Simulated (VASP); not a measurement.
## Cs2In: relaxation of cell and atoms with PBE

Crystal: Cs2In.

```
Cs In
1.0
     2.24957    1.29879    6.79429
    -2.24957    1.29879    6.79429
     0.00000   -2.59758    6.79429
Cs In
2 1
Direct
  0.75000 0.75000 0.75000
  0.25000 0.25000 0.25000
  0.00000 0.00000 0.00000
```

```yaml
Program: VASP 6.6.1
Task: relaxation of cell and atoms
Functional: PBE
Potentials_or_basis: VASP PAW PBE potentials, release 64 (Cs_sv, In_d)
Cutoff: 600 eV
k_mesh: 6 × 6 × 6
Occupations: gaussian, width 0.1 eV
Spin: no spin polarisation
Dipole_correction: no
Further_INCAR_settings: ALGO = Normal; EDIFF = 1e-07; IBRION = 2; EDIFFG = -0.04; NSW = 90; ISIF = 3
```

```json
{"Relaxed volume": "76.34 Å³/atom", "Relaxed cell": "a = 8.983 Å, b = 8.983 Å, c = 8.983 Å, α = 36.45°, β = 36.45°, γ = 36.45°", "Space group after relaxing (to 0.1 Å)": "R-3m (No. 166)", "Energy gained by relaxing": "922.4 meV/atom", "Ionic steps": "9", "Pressure after relaxing": "0.0 GPa", "Largest force after relaxing": "0.037 eV/Å", "Band gap on the k mesh": "zero (an odd number of electrons rules out a gap without spin polarisation)"}
```

Forces on the atoms (eV/Å):
```
Cs   0.000  0.000 -0.037
Cs   0.000  0.000  0.037
In   0.000  0.000  0.000
```

Step by step:
```csv
step,energy change (eV),largest force (eV/Å),pressure (GPa),volume (Å³)
1,0.0000,2.3099,13.14,119.11
2,-2.5716,0.3144,1.63,184.50
3,-2.7105,0.1160,0.75,202.25
4,-2.7482,0.1223,-0.27,241.08
5,-2.7636,0.0661,-0.03,228.35
6,-2.7641,0.0525,0.03,225.69
7,-2.7644,0.0508,0.03,226.02
8,-2.7655,0.0463,0.02,227.02
9,-2.7672,0.0367,0.00,229.03
```

Final structure:
```yaml
crystal:
  lattice:
    - [2.80942, 1.62202, 8.37653]
    - [-2.80942, 1.62202, 8.37653]
    - [0.00000, -3.24404, 8.37653]
  atoms:
    - { symbol: Cs, position: [0.75674, 0.75674, 0.75674] }
    - { symbol: Cs, position: [0.24326, 0.24326, 0.24326] }
    - { symbol: In, position: [0.00000, 0.00000, 0.00000] }
```

Levels at points of the mesh, in eV from the Fermi level:
```
           k point  band 11  band 12  band 13  band 14  band 15  band 16  band 17  band 18  band 19
(0.00, 0.00, 0.00)    -9.98    -9.98    -9.97    -5.04    -0.63    -0.12     0.78     0.78     2.56
(0.50, 0.00, 0.00)   -10.04   -10.03   -10.01    -4.75    -0.58     0.13     0.68     1.01     1.12
(0.50, 0.50, 0.00)   -10.02    -9.99    -9.99    -4.75    -0.76     0.14     0.65     0.89     1.35
(0.50, 0.50, 0.50)   -10.01    -9.99    -9.99    -4.98    -1.22     0.87     0.87     1.48     1.58
```

Run time: 32 min on 1 thread of Intel Xeon 8259CL (shared host), peak memory 0.58 GiB.

Caveat: the volume moved by over 15 % at a fixed basis, so the end points are rough; spin-orbit coupling is left out, which moves the levels of the heavy elements.
